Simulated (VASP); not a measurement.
# NaCl in VASP: a series of runs, part 2 of 2

VASP 6.6.1. Earlier steps stand in the parts before.

## 4. Single point, LDA (0.01, 0.01] A)

Input file INCAR:

```
SYSTEM = NaCl
ALGO = Normal ; EDIFF = 1E-6
ENCUT = 520 ; GGA = CA
ISIF = 2 ; ISMEAR = 0
LASPH = .TRUE. ; LCHARG = .TRUE.
LELF = .TRUE. ; LREAL = .FALSE.
LVHAR = .TRUE. ; LWAVE = .FALSE.
NBANDS = 14 ; NELM = 80
PREC = Accurate ; SIGMA = 0.01
```

Input file KPOINTS:

```
k-points
0
G
  8 8 8
  0 0 0
```

Input file POSCAR:

```
NaCl
1.0
    0.0000000000      2.7321936073      2.7321936073
    2.7321936073      0.0000000000      2.7321936073
    2.7321936073      2.7321936073      0.0000000000
Na Cl
1 1
Direct
    0.0018300314      0.0018300314      0.0018300314
    0.5000000000      0.5000000000      0.5000000000
```

Potentials or basis: VASP PAW LDA potentials, release 64 (Na_pv, Cl).

Launch:

```bash
> cat potpaw_LDA.64/Na_pv/POTCAR potpaw_LDA.64/Cl/POTCAR > POTCAR
> mpirun -np 1 vasp_std > vasp.out
```

OUTCAR:

```text
SYSTEM = NaCl
   EDIFF = 1E-6
   ENCUT = 520
   GGA = CA
   ISIF = 2
   ISMEAR = 0
   LASPH = .TRUE.
   LREAL = .FALSE.
   NELM = 80
   PREC = Accurate

 ion  position               nearest neighbor table
   1  0.002  0.002  0.002-   2 2.72   2 2.72   2 2.72
   2  0.500  0.500  0.500-   1 2.72   1 2.72   1 2.72

  LATTYP: Found a face centered cubic cell.
 ALAT       =     5.4643872146

  Lattice vectors:

 A1 = (   0.0000000000,   2.7321936073,   2.7321936073)
 A2 = (   2.7321936073,   0.0000000000,   2.7321936073)
 A3 = (   2.7321936073,   2.7321936073,   0.0000000000)

Analysis of symmetry for initial positions (statically):
=====================================================================
 Subroutine PRICEL returns:
 Original cell was already a primitive cell.

 Routine SETGRP: Setting up the symmetry group for a
 face centered cubic supercell.

 Subroutine GETGRP returns: Found  6 space group operations
 (whereof  6 operations were pure point group operations)
 out of a pool of 48 trial point group operations.

The static configuration has the point symmetry C_3v.

Analysis of symmetry for dynamics (positions and initial velocities):
=====================================================================
 Subroutine PRICEL returns:
 Original cell was already a primitive cell.

 Routine SETGRP: Setting up the symmetry group for a
 face centered cubic supercell.

 Subroutine GETGRP returns: Found  6 space group operations
 (whereof  6 operations were pure point group operations)
 out of a pool of 48 trial point group operations.

The dynamic configuration has the point symmetry C_3v.

 Subroutine INISYM returns: Found  6 space group operations
 (whereof  6 operations are pure point group operations),
 and found     1 'primitive' translations

----------------------------------------------------------------------------------------

                                     Primitive cell

  volume of cell :      40.7910

  direct lattice vectors                    reciprocal lattice vectors
     0.000000000  2.732193607  2.732193607    -0.183003137  0.183003137  0.183003137
[... 114 lines left out ...]
   IVDW    =     0    specifies the selected vdW correction
   LEPSILON=     F    determine dielectric tensor
   LRPA    =     F    only Hartree local field effects (RPA)
 non-spin polarized calculation
 Gauss-broadening in eV      SIGMA  =   0.01
  energy-cutoff  :      520.00
  volume of cell :       40.79
 maximum number of plane-waves:      1121
 NGX is ok and might be reduce to    30
   NGX = 15   NGY = 15   NGZ = 15

 number of electron      13.9999998 magnetization

 Free energy of the ion-electron system (eV)
  ---------------------------------------------------
  ext. energy  EPLUGINS =         0.00000000
  ---------------------------------------------------
  free energy    TOTEN  =        -7.38893069 eV

  energy without entropy =       -7.38893069  energy(sigma->0) =       -7.38893069

 E-fermi :  -0.3092     XC(G=0):  -9.1378

 val. band max:       -0.3577997804   @ k =   0.0000   0.0000   0.0000
 cond. band min:       4.7227364275   @ k =   0.0000   0.0000   0.0000
 fundamental gap:      5.0805362080
 Fermi energy:        -0.3092090388

 k-point     1 :       0.0000    0.0000    0.0000
  band No.  band energies     occupation
      1     -20.9860      2.00000
      2     -20.9860      2.00000
      3     -20.9860      2.00000
      4     -13.1816      2.00000
      5      -0.3579      2.00000
      6      -0.3579      2.00000
      7      -0.3578      2.00000
      8       4.7227      0.00000
      9      10.5717      0.00000
     10      10.5717      0.00000
     11      10.5722      0.00000
     12      12.9296      0.00000
     13      12.9296      0.00000
     14      14.4567      0.00000
[... 377 lines left out ...]
      1     -21.0163      2.00000
      2     -20.9928      2.00000
      3     -20.9875      2.00000
      4     -12.8605      2.00000
      5      -1.9661      2.00000
      6      -0.8479      2.00000
      7      -0.5686      2.00000
      8       6.9099      0.00000
      9       9.3424      0.00000
     10      10.4860      0.00000
     11      11.1615      0.00000
     12      12.4480      0.00000
     13      14.4408      0.00000
     14      16.4027      0.00000

 [... further k-points ...]
[... 5 lines left out ...]
  --------------------------------------------------------------------------------------
  -------------------------------------------------------------------------------------
  Total        0.0091890      0.0091890      0.0091890     -0.0003453     -0.0003453     -0.0003453
  in kB        0.3609243      0.3609243      0.3609243     -0.0135631     -0.0135631     -0.0135631
  external PRESSURE =       0.3609243 kB  Pullay stress =       0.0000000 kB

 VOLUME and BASIS-vectors are now :
 -----------------------------------------------------------------------------
  energy-cutoff  :      520.00
  volume of cell :       40.79
      direct lattice vectors                 reciprocal lattice vectors
     0.000000000  2.732193607  2.732193607    -0.183003137  0.183003137  0.183003137
     2.732193607  0.000000000  2.732193607     0.183003137 -0.183003137  0.183003137
     2.732193607  2.732193607  0.000000000     0.183003137  0.183003137 -0.183003137

 POSITION                                       TOTAL-FORCE (eV/Angst)
 -----------------------------------------------------------------------------------
      0.01000      0.01000      0.01000        -0.018282     -0.018282     -0.018282
      2.73219      2.73219      2.73219         0.018282      0.018282      0.018282
 -----------------------------------------------------------------------------------
    total drift:                                0.000232      0.000232      0.000232

  FREE ENERGIE OF THE ION-ELECTRON SYSTEM (eV)
  ---------------------------------------------------
  free  energy   TOTEN  =        -7.3889306858 eV

  energy  without entropy=       -7.3889306858  energy(sigma->0) =       -7.38893069
```

stdout:

```text
POSCAR found type information on POSCAR NaCl
 POSCAR found :  2 types and       2 ions
 scaLAPACK will be used
 LDA part: xc-table for (Slater(with rela. corr.)+CA(PZ))
 , standard interpolation
 POSCAR, INCAR and KPOINTS ok, starting setup
 FFT: planning ... GRIDC
 FFT: planning ... GRID_SOFT
 FFT: planning ... GRID
 WAVECAR not read
 entering main loop
```

It took 46 s on 1 thread of Intel Xeon 8259CL, shared host; peak memory 0.16 GiB.

What came out:

* Free energy: -7.3889 eV
* Pressure: 0.0 GPa
* Largest force: 0.032 eV/Å
* Band gap on the k mesh: 5.08 eV

Forces on the atoms (eV/Å):
```
Na  -0.018 -0.018 -0.018
Cl   0.018  0.018  0.018
```

Levels at points of the mesh, in eV from the valence-band top:
```tsv
k point	band 3	band 4	band 5	band 6	band 7	band 8	band 9	band 10	band 11	band 12
(0.00, 0.00, 0.00)	-20.63	-12.82	0.00	0.00	0.00	5.08	10.93	10.93	10.93	13.29
(0.50, 0.00, 0.00)	-20.63	-12.35	-2.33	-0.33	-0.33	7.05	10.89	10.90	11.06	15.16
(0.50, 0.50, 0.50)	-20.63	-12.35	-2.33	-0.33	-0.33	7.05	10.90	10.90	11.05	15.16
(0.50, 0.50, 0.00)	-20.64	-12.30	-2.01	-0.72	-0.72	7.44	7.64	11.62	15.19	15.19
```

Caveat: the cell differs from its parent crystal (0.01, 0.01] A).

## 5. The runs side by side

```tsv
cell	gap on the mesh (eV)	pressure (GPa)
a = 3.854 Å, angles 60.3°, 2 atoms	5.06	0.0
a = 3.874 Å, angles 59.7°, 2 atoms	5.07	0.0
a = 3.864 Å, angles 60.0°, 2 atoms	5.08	0.0
```

Alike in all rows: task single point; level LDA; potentials or basis VASP PAW LDA potentials, release 64 (Na_pv, Cl); no spin polarisation; k mesh 8 × 8 × 8; cutoff (eV) 520; smearing gaussian 0.01 eV.

Total energies depend on the potentials used, so only differences within one code and one set of settings carry meaning.
